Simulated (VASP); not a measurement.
Wanted: the native input for a VASP 6.6.1 run.

```yaml
Task: single point
Functional: r2SCAN
Potentials_or_basis: VASP PAW PBE potentials, release 64 (Cu, I)
Cutoff: 520 eV
k_mesh: 8 × 8 × 8
Occupations: gaussian, width 0.01 eV
Spin: no spin polarisation
Dipole_correction: no
Further_INCAR_settings: ALGO = Normal; EDIFF = 1e-07; NBANDS = 16
```

CuI:

```
Cu I
1.0
     0.00000    2.87469    2.87469
     2.87469    0.00000    2.87469
     2.87469    2.87469    0.00000
Cu I
1 1
Direct
  0.25000 0.25000 0.25000
  0.00000 0.00000 0.00000
```

This cell differs from its parent crystal: strain -4.6%.

These files were run (other wordings do the same):

POSCAR

```
CuI
1.0
    0.0000000000      2.8746937486      2.8746937486
    2.8746937486      0.0000000000      2.8746937486
    2.8746937486      2.8746937486      0.0000000000
Cu I
1 1
Direct
    0.2500000000      0.2500000000      0.2500000000
    0.0000000000      0.0000000000      0.0000000000
```

INCAR.step1

```
  ALGO = Normal
  EDIFF = 1E-4
  ENCUT = 520
  GGA = PE
  ISMEAR = 0
  LASPH = True
  LCHARG = False
  LREAL = False
  LWAVE = True
  NBANDS = 16
  NELM = 80
  PREC = Accurate
  SIGMA = 0.01
```

INCAR.step2

```
  ALGO = Normal
  EDIFF = 1E-7
  ENCUT = 520
  ISIF = 2
  ISMEAR = 0
  ISTART = 1
  LASPH = True
  LCHARG = True
  LELF = True
  LMIXTAU = True
  LREAL = False
  LVHAR = True
  LWAVE = False
  METAGGA = R2SCAN
  NBANDS = 16
  NELM = 80
  PREC = Accurate
  SIGMA = 0.01
```

KPOINTS

```
k-points
0
Gamma
  8 8 8
```

Potentials or basis: VASP PAW PBE potentials, release 64 (Cu, I).

Command:

```sh
$ cat potpaw_PBE.64/Cu/POTCAR potpaw_PBE.64/I/POTCAR > POTCAR
$ cp INCAR.step1 INCAR
$ mpirun -np 1 vasp_std > vasp.out
$ cp INCAR.step2 INCAR
$ mpirun -np 1 vasp_std > vasp.out
```

It gave:

```json
{"Pressure": "8.7 GPa", "Band gap on the k mesh": "2.14 eV"}
```

Caveat: the cell differs from its parent crystal (strain -4.6%); the cell stands under pressure; the PAW data sets were made with another functional, which shifts forces and pressure a little; spin-orbit coupling is left out, which moves the levels of the heavy elements.

Wall time 60 s on 1 thread of Intel(R) Xeon(R) 6975P-C (Granite Rapids), on a shared host, peak memory 0.18 GiB.
